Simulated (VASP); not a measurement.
## Zn: single point with revPBE

The system is Zn.

```
CELL_PARAMETERS angstrom
-1.64485 1.64485 1.64485
1.64485 -1.64485 1.64485
1.64485 1.64485 -1.64485
ATOMIC_POSITIONS crystal
Zn 0.00000 0.00000 0.00000
```

This cell differs from its parent crystal: volume scaled by 1.12.

- Program: VASP 6.6.1
- Task: single point
- Functional: revPBE
- Potentials or basis: VASP PAW PBE potentials, release 64 (Zn)
- Cutoff: 520 eV
- k mesh: 16 × 16 × 16
- Occupations: fermi-dirac, width 0.1 eV
- Spin: no spin polarisation
- Dipole correction: no
- Further INCAR settings: ALGO = Normal; EDIFF = 1e-06; NBANDS = 12

```
Pressure               : -4.5 GPa
Band gap on the k mesh : zero (band 6 reaches 6.22 eV, above the bottom of band 7 at 1.06 eV)
```

Levels at points of the mesh, in eV from the Fermi level:
| k point | band 3 | band 4 | band 5 | band 6 | band 7 | band 8 | band 9 | band 10 |
| --- | --- | --- | --- | --- | --- | --- | --- | --- |
| (0.00, 0.00, 0.00) | -7.35 | -7.35 | -6.97 | -6.97 | 16.90 | 16.90 | 16.90 | 19.50 |
| (0.50, 0.00, 0.00) | -6.99 | -6.95 | -6.72 | -2.06 | -1.15 | 10.26 | 11.76 | 14.15 |
| (0.50, 0.50, 0.50) | -6.78 | -6.78 | -6.78 | 4.01 | 4.01 | 4.01 | 6.02 | 8.03 |

Wall time 36 s on 1 thread of AMD EPYC 7R13 (shared host), peak memory 0.13 GiB.

Caveat: the PAW data sets were made with another functional, which shifts forces and pressure a little.
